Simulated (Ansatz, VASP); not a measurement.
Given: the input of a run of VASP 6.6.1 on MnO.

File POSCAR:

```
MnO
1.0
    0.0000000000      2.1785090927      2.1785090927
    2.1785090927      0.0000000000      2.1785090927
    2.1785090927      2.1785090927      0.0000000000
Mn O
1 1
Direct
    0.0000000000      0.0000000000      0.0000000000
    0.5000000000      0.5000000000      0.5000000000
```

File INCAR.step1:

```
PREC     = Accurate       # precision mode
ENCUT    = 660            # plane-wave cutoff, eV
ISMEAR   = -1             # smearing method
SIGMA    = 0.05           # smearing width, eV
LREAL    = False          # projectors in reciprocal space
LASPH    = True           # aspherical terms in the spheres
NELM     = 200            # most SCF steps
ISPIN    = 2              # spin polarisation
MAGMOM   = 4 0            # initial moments
LMAXMIX  = 4              # l up to which the mixer works
NBANDS   = 22             # bands
GGA      = PE             # functional
ALGO     = Normal         # electronic algorithm
EDIFF    = 1E-5           # SCF threshold, eV
LWAVE    = True           # write WAVECAR
LCHARG   = False          # write CHGCAR
GGA_COMPAT= False
```

File INCAR.step2:

```
PREC     = Accurate       # precision mode
ENCUT    = 660            # plane-wave cutoff, eV
EDIFF    = 1E-6           # SCF threshold, eV
ISMEAR   = -1             # smearing method
SIGMA    = 0.05           # smearing width, eV
LREAL    = False          # projectors in reciprocal space
LASPH    = True           # aspherical terms in the spheres
NELM     = 200            # most SCF steps
ALGO     = Normal         # electronic algorithm
ISIF     = 2              # what is computed and relaxed
LWAVE    = False          # write WAVECAR
LCHARG   = True           # write CHGCAR
ISPIN    = 2              # spin polarisation
MAGMOM   = 4 0            # initial moments
LORBIT   = 11             # projections on sites
LMAXMIX  = 4              # l up to which the mixer works
METAGGA  = R2SCAN         # meta-GGA
LMIXTAU  = True         
LELF     = True           # ELF
LVHAR    = True         
NBANDS   = 22             # bands
ISTART   = 1            
GGA_COMPAT= False
```

KPOINTS

```
Automatic mesh
0
Gamma
  10 10 10
```

Potentials or basis: VASP PAW PBE potentials, release 64 (Mn_sv, O).

The run is started by

```console
$ cat potpaw_PBE.64/Mn_sv/POTCAR potpaw_PBE.64/O/POTCAR > POTCAR
$ cp INCAR.step1 INCAR
$ mpirun -np 1 vasp_std > vasp.out
$ cp INCAR.step2 INCAR
$ mpirun -np 1 vasp_std > vasp.out
```

Problem. Translate it to Ansatz 0.2.0. Potentials there: Ansatz PAW.

Solution. As run (the cutoff follows the program's own potentials):

The input input.yaml:

```yaml
crystal:
  lattice:
    - [0.0, 2.1785090927, 2.1785090927]
    - [2.1785090927, 0.0, 2.1785090927]
    - [2.1785090927, 2.1785090927, 0.0]
  atoms:
    - { symbol: Mn, position: [0.0, 0.0, 0.0], spin: 4.0 }
    - { symbol: O, position: [0.5, 0.5, 0.5] }
hamiltonian:
  xc: r2scan
  pseudopotentials: { kind: paw }
magnetization:
  spin_polarized: true
kpoints:
  mp_grid: { grid: [10, 10, 10] }
scf:
  occupations: { method: fermi_dirac, width: 0.05 }
output:
  forces: true
  stress: true
  eigenvalues: true
```

Potentials or basis: Ansatz PAW.

The run is started by

```console
$ ansatz run input.yaml --threads 2 --pin off --max-ram 5120MiB --backend cpu --events-out ev --progress --plain --runs-dir out
```

Both were run:

|  | VASP | Ansatz | Ansatz less VASP |
| --- | --- | --- | --- |
| gap on the k mesh at the Fermi level (eV) | none | none | - |
| pressure (GPa) | 9.9 | 11.3 | +1.40 |
| net moment per atom (μB) | 2.49 | 2.48 | -0.002 |
| size of the moment on the site where the two differ most (μB) | 4.36 | 4.20 | -0.164 |

VASP's potentials were made for PBE, not for r2SCAN. Site moments also hang on the region over which each program counts them. A gap of «none» marks a metal or a gap that the smearing closes.

Noted on Ansatz's run: the magnetic or orbital state may not be the lowest.
